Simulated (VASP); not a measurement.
Write the native input for VASP 6.6.1 that does the following.

| Item | Value |
| --- | --- |
| Task | single point |
| Functional | PBE |
| Potentials or basis | VASP PAW PBE potentials, release 64 (Ba_sv, Ti_sv, O) |
| Cutoff | 520 eV |
| k mesh | 8 × 8 × 8 |
| Occupations | gaussian, width 0.02 eV |
| Spin | no spin polarisation |
| Dipole correction | no |
| Further INCAR settings | ALGO = Normal; EDIFF = 1e-06; NBANDS = 28 |

The structure of BaTiO3 lies in POSCAR:

```
BaTiO3
1.0
    4.0192481791      0.0000000000      0.0000000000
    0.0000000000      4.0192481791      0.0000000000
    0.0000000000      0.0000000000      4.0192481791
Ba Ti O
1 1 3
Direct
    0.5000000000      0.5000000000      0.5000000000
    0.0000000000      0.0000000000      0.0000000000
    0.5000000000      0.0000000000      0.0000000000
    0.0000000000      0.5000000000      0.0000000000
    0.0000000000      0.0000000000      0.5000000000
```

The input as run:

INCAR

```
PREC = Accurate
ENCUT = 520
EDIFF = 1E-6
ISMEAR = 0
SIGMA = 0.02
LREAL = False
LASPH = True
NELM = 60
ALGO = Normal
ISIF = 2
LWAVE = False
LCHARG = False
GGA = PE
NBANDS = 28
```

KPOINTS

```
regular mesh
0
Gamma
  8 8 8
```

Potentials or basis: VASP PAW PBE potentials, release 64 (Ba_sv, Ti_sv, O).

Command:

```console
$ cat potpaw_PBE.64/Ba_sv/POTCAR potpaw_PBE.64/Ti_sv/POTCAR potpaw_PBE.64/O/POTCAR > POTCAR
$ mpirun -np 1 vasp_std > vasp.out
```

Results of the run:

```yaml
Pressure: 1.7 GPa
Band_gap_on_the_k_mesh: 1.72 eV, indirect (least direct gap 1.88 eV)
```

Caveat: spin-orbit coupling is left out, which moves the levels of the heavy elements.

It took 27 s on 1 thread of Intel(R) Xeon(R) 6975P-C (Granite Rapids) (shared host), peak memory 0.21 GiB.
